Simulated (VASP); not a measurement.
# Te (P6/mmm) in VASP: a series of runs, part 2 of 2

VASP 6.6.1. Earlier steps stand in the parts before.

## 5. Single point, r2SCAN (28.51 Å³/atom)

This run uses another cell than the first one, of 28.51 Å³/atom.

The input, POSCAR:

```
Te
1.0
    5.6934498538      0.0000000000      0.0000000000
   -2.8467249269      4.9306722086      0.0000000000
    0.0000000000      0.0000000000      3.0471112258
Te
3
Direct
    1.0000000000      1.0000000000      0.0000000000
    0.3333333333      0.6666666667      0.5000000000
    0.6666666667      0.3333333333      0.5000000000
```

The input, INCAR.step1:

```
SYSTEM = Te
PREC = Accurate
ENCUT = 520
ISMEAR = -1
SIGMA = 0.1
LREAL = .False.
LASPH = .True.
NELM = 80
NBANDS = 16
GGA = PE
ALGO = Normal
EDIFF = 1E-4
LWAVE = .True.
LCHARG = .False.
```

The input, INCAR.step2:

```
SYSTEM = Te
PREC = Accurate
ENCUT = 520
EDIFF = 1E-6
ISMEAR = -1
SIGMA = 0.1
LREAL = .False.
LASPH = .True.
NELM = 80
ALGO = Normal
ISIF = 2
LWAVE = .False.
LCHARG = .True.
METAGGA = R2SCAN
LMIXTAU = .True.
LELF = .True.
LVHAR = .True.
NBANDS = 16
ISTART = 1
```

The input, KPOINTS:

```
Automatic mesh
0
Gamma
  7 7 12
  0 0 0
```

Potentials or basis: VASP PAW PBE potentials, release 64 (Te).

The run is started by

```console
$ cat potpaw_PBE.64/Te/POTCAR > POTCAR
$ cp INCAR.step1 INCAR
$ mpirun -np 1 vasp_std > vasp.out
$ cp INCAR.step2 INCAR
$ mpirun -np 1 vasp_std > vasp.out
```

OUTCAR:

```text
SYSTEM = Te
   PREC = Accurate
   ENCUT = 520
   EDIFF = 1E-6
   ISMEAR = -1
   LREAL = .False.
   LASPH = .True.
   NELM = 80
   ISIF = 2
   METAGGA = R2SCAN
   ISTART = 1

 ion  position               nearest neighbor table
   1  0.000  0.000  0.000-   2 3.62   3 3.62   2 3.62   3 3.62   3 3.62   3 3.62   2 3.62   2 3.62
                             3 3.62   3 3.62   2 3.62   2 3.62
   2  0.333  0.667  0.500-   3 3.29   3 3.29   3 3.29   1 3.62   1 3.62   1 3.62   1 3.62   1 3.62
                             1 3.62
   3  0.667  0.333  0.500-   2 3.29   2 3.29   2 3.29   1 3.62   1 3.62   1 3.62   1 3.62   1 3.62
                             1 3.62

  LATTYP: Found a hexagonal cell.
 ALAT       =     5.6934498538
 C/A-ratio  =     0.5351959364

  Lattice vectors:

 A1 = (   5.6934498538,   0.0000000000,   0.0000000000)
 A2 = (  -2.8467249269,   4.9306722086,   0.0000000000)
 A3 = (   0.0000000000,   0.0000000000,   3.0471112258)

Analysis of symmetry for initial positions (statically):
=====================================================================
 Subroutine PRICEL returns:
 Original cell was already a primitive cell.

[... 173 lines left out ...]
 cond. band min:       7.6906426236   @ k =   0.4286  -0.0000   0.4167
 fundamental gap:      0.0247733065
 Fermi energy:         7.6887177189

 k-point     1 :       0.0000    0.0000    0.0000
  band No.  band energies     occupation
      1      -6.8556      2.00000
      2      -3.8280      2.00000
      3      -3.6768      2.00000
      4       2.8161      2.00000
      5       2.8161      2.00000
      6       3.2191      2.00000
[... 433 lines left out ...]
      3      -4.3324      2.00000
      4       3.1507      2.00000
      5       3.4965      2.00000
      6       4.7650      2.00000
[... 8 lines left out ...]
     15      14.4861      0.00000
     16      16.6585      0.00000

 [... further k-points ...]

------------------------ aborting loop because EDIFF is reached ----------------------------------------

  FORCE on cell =-STRESS in cart. coord.  units (eV):
  Direction    XX          YY          ZZ          XY          YZ          ZX
  --------------------------------------------------------------------------------------
  -------------------------------------------------------------------------------------
  Total        0.7576725      0.7576725      1.8053966      0.0000000      0.0000000      0.0000000
  in kB       14.1913000     14.1913000     33.8153010      0.0000000      0.0000000      0.0000000
  external PRESSURE =      20.7326337 kB  Pullay stress =       0.0000000 kB

 VOLUME and BASIS-vectors are now :
 -----------------------------------------------------------------------------
  energy-cutoff  :      520.00
  volume of cell :       85.54
      direct lattice vectors                 reciprocal lattice vectors
     5.693449854  0.000000000  0.000000000     0.175640433  0.101406052  0.000000000
    -2.846724927  4.930672209  0.000000000     0.000000000  0.202812103  0.000000000
     0.000000000  0.000000000  3.047111226     0.000000000  0.000000000  0.328179684

 POSITION                                       TOTAL-FORCE (eV/Angst)
 -----------------------------------------------------------------------------------
      0.00000      0.00000      0.00000         0.000000     -0.000000      0.000000
     -0.00000      3.28711      1.52356        -0.000000      0.000000     -0.000000
      2.84672      1.64356      1.52356         0.000000     -0.000000      0.000000
 -----------------------------------------------------------------------------------
    total drift:                               -0.000000      0.000000     -0.000000

  FREE ENERGIE OF THE ION-ELECTRON SYSTEM (eV)
  ---------------------------------------------------
  free  energy   TOTEN  =       -75.0162978115 eV

  energy  without entropy=      -74.9339156875  energy(sigma->0) =      -74.97510675
```

OSZICAR.step1:

```text
N       E                     dE             d eps       ncg     rms          rms(c)
DAV:   1     0.661315486587E+02    0.66132E+02   -0.65030E+03  1792   0.900E+02
DAV:   2    -0.484781240224E+01   -0.70979E+02   -0.67702E+02  2400   0.137E+02
DAV:   3    -0.844632959119E+01   -0.35985E+01   -0.35629E+01  2224   0.328E+01
DAV:   4    -0.848974168489E+01   -0.43412E-01   -0.43406E-01  2496   0.443E+00
DAV:   5    -0.849055908988E+01   -0.81740E-03   -0.81740E-03  2328   0.568E-01    0.119E+01
DAV:   6    -0.845771555421E+01    0.32844E-01   -0.12486E-01  2152   0.161E+00    0.743E+00
DAV:   7    -0.845963420574E+01   -0.19187E-02   -0.34129E-02  2112   0.102E+00    0.131E+00
DAV:   8    -0.845939956450E+01    0.23464E-03   -0.38302E-03  2224   0.360E-01    0.295E-01
DAV:   9    -0.845936881409E+01    0.30750E-04   -0.41249E-04  2352   0.108E-01
   1 F= -.84593688E+01 E0= -.84159274E+01  d E =-.868827E-01
```

It took 2.4 min on 1 thread of Intel Xeon Platinum 8488C (Sapphire Rapids), shared host; peak memory 0.23 GiB.

Results:

```
Free energy            : -75.0163 eV
Pressure               : 2.1 GPa
Band gap on the k mesh : zero (bands 9 and 10 overlap by 4.40 eV)
```

Stress tensor (GPa, compression positive):
```
1.42 0.00 0.00
0.00 1.42 0.00
0.00 0.00 3.38
```

Caveat: the PAW data sets were made with another functional, which shifts forces and pressure a little; spin-orbit coupling is left out, which moves the levels of the heavy elements.

## 6. Single point, r2SCAN (29.70 Å³/atom)

The input, POSCAR:

```
Te
1.0
    5.7714520104      0.0000000000      0.0000000000
   -2.8857260052      4.9982240577      0.0000000000
    0.0000000000      0.0000000000      3.0888576630
Te
3
Direct
    1.0000000000      1.0000000000      0.0000000000
    0.3333333333      0.6666666667      0.5000000000
    0.6666666667      0.3333333333      0.5000000000
```

The input, INCAR.step1:

```
SYSTEM = Te
ALGO = Normal
EDIFF = 1E-4
ENCUT = 520
GGA = PE
ISMEAR = -1
LASPH = .True.
LCHARG = .False.
LREAL = .False.
LWAVE = .True.
NBANDS = 16
NELM = 100
PREC = Accurate
SIGMA = 0.1
```

The input, INCAR.step2:

```
SYSTEM = Te
ALGO = Normal
EDIFF = 1E-6
ENCUT = 520
ISIF = 2
ISMEAR = -1
ISTART = 1
LASPH = .True.
LCHARG = .True.
LELF = .True.
LMIXTAU = .True.
LREAL = .False.
LVHAR = .True.
LWAVE = .False.
METAGGA = R2SCAN
NBANDS = 16
NELM = 100
PREC = Accurate
SIGMA = 0.1
```

The input, KPOINTS:

```
k-points
0
Gamma
  7 7 12
  0 0 0
```

Potentials or basis: VASP PAW PBE potentials, release 64 (Te).

The run is started by

```console
$ cat potpaw_PBE.64/Te/POTCAR > POTCAR
$ cp INCAR.step1 INCAR
$ mpirun -np 1 vasp_std > vasp.out
$ cp INCAR.step2 INCAR
$ mpirun -np 1 vasp_std > vasp.out
```

Run time: 2.7 min. Hardware: 1 thread of Intel Xeon Platinum 8488C (Sapphire Rapids), shared host; peak memory 0.27 GiB.

Results (log left out):

```
Free energy            : -75.0354 eV
Pressure               : -0.3 GPa
Band gap on the k mesh : zero (bands 9 and 10 overlap by 4.22 eV)
```

Stress tensor (GPa, compression positive):
```
-0.51  0.00  0.00
 0.00 -0.51  0.00
 0.00  0.00  0.15
```

Levels at points of the mesh, in eV from the Fermi level:
| k point | band 6 | band 7 | band 8 | band 9 | band 10 | band 11 | band 12 | band 13 |
| --- | --- | --- | --- | --- | --- | --- | --- | --- |
| (0.00, 0.00, 0.00) | -4.21 | -4.21 | 2.06 | 2.06 | 2.08 | 4.33 | 4.60 | 7.01 |
| (0.00, 0.00, 0.50) | -4.13 | -2.65 | -2.65 | -0.97 | -0.97 | 0.00 | 0.00 | 3.78 |

Caveat: the PAW data sets were made with another functional, which shifts forces and pressure a little; spin-orbit coupling is left out, which moves the levels of the heavy elements.

## 7. The runs side by side

```tsv
cell	k mesh	gap on the mesh (eV)	pressure (GPa)
a = 5.771, b = 5.771, c = 3.089 Å, angles 90.0, 90.0, 120.0°, 3 atoms	7 × 7 × 9	none	0.0
a = 5.531, b = 5.531, c = 2.960 Å, angles 90.0, 90.0, 120.0°, 3 atoms	7 × 7 × 12	none	8.8
a = 5.613, b = 5.613, c = 3.004 Å, angles 90.0, 90.0, 120.0°, 3 atoms	7 × 7 × 12	none	5.1
a = 5.693, b = 5.693, c = 3.047 Å, angles 90.0, 90.0, 120.0°, 3 atoms	7 × 7 × 12	none	2.1
a = 5.771, b = 5.771, c = 3.089 Å, angles 90.0, 90.0, 120.0°, 3 atoms	7 × 7 × 12	none	-0.3
```

Alike in all rows: task single point; level r2SCAN; potentials or basis VASP PAW PBE potentials, release 64 (Te); no spin polarisation; cutoff (eV) 520; smearing fermi-dirac 0.1 eV.

Caveats: the PAW data sets were made with another functional, which shifts forces and pressure a little; spin-orbit coupling is left out, which moves the levels of the heavy elements; the stress differs along the axes, from 7 to 12 GPa (at least some runs); the cell stands under pressure (at least some runs).

Absolute energies hang on the potentials; compare differences alone.

The gap in the log of VASP goes by the Fermi energy; the results here count the filled bands.